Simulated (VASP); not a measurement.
Crystal: As.

```
CELL_PARAMETERS angstrom
4.58889 0.00000 0.00000
-2.29444 3.97409 0.00000
0.00000 0.00000 2.78069
ATOMIC_POSITIONS crystal
As 0.33333 0.66667 0.50000
As 0.66667 0.33333 0.50000
```

* Program: VASP 6.6.1
* Task: relaxation of cell and atoms
* Functional: PBE
* Potentials or basis: VASP PAW PBE potentials, release 64 (As)
* Cutoff: 600 eV
* k mesh: 12 × 12 × 20
* Occupations: gaussian, width 0.1 eV
* Spin: no spin polarisation

At the start: pressure 0.3 GPa; volume 25.36 Å³/atom.

Question: Where does the relaxation end?

Answer: Over 6 steps the energy falls by 2.7 meV/atom and the volume is 25.64 Å³/atom (+1.1 %); space group P6/mmm (No. 191, to 0.05 Å).

The path:
```csv
step,energy change (eV),largest force (eV/Å),pressure (GPa),volume (Å³)
1,0.0000,0.0000,0.28,50.71
2,-0.0052,0.0000,0.15,51.03
3,-0.0054,0.0000,0.12,51.13
4,-0.0054,0.0000,0.13,51.10
5,-0.0054,0.0000,0.13,51.11
6,-0.0055,0.0000,-0.05,51.27
```

Final structure:
```xyz
2
Lattice="4.5717 0.0000 0.0000 -2.2858 3.9592 0.0000 0.0000 0.0000 2.8327" Properties=species:S:1:pos:R:3 pbc="T T T"
As    0.0000    2.6395    1.4163
As    2.2858    1.3197    1.4163
```
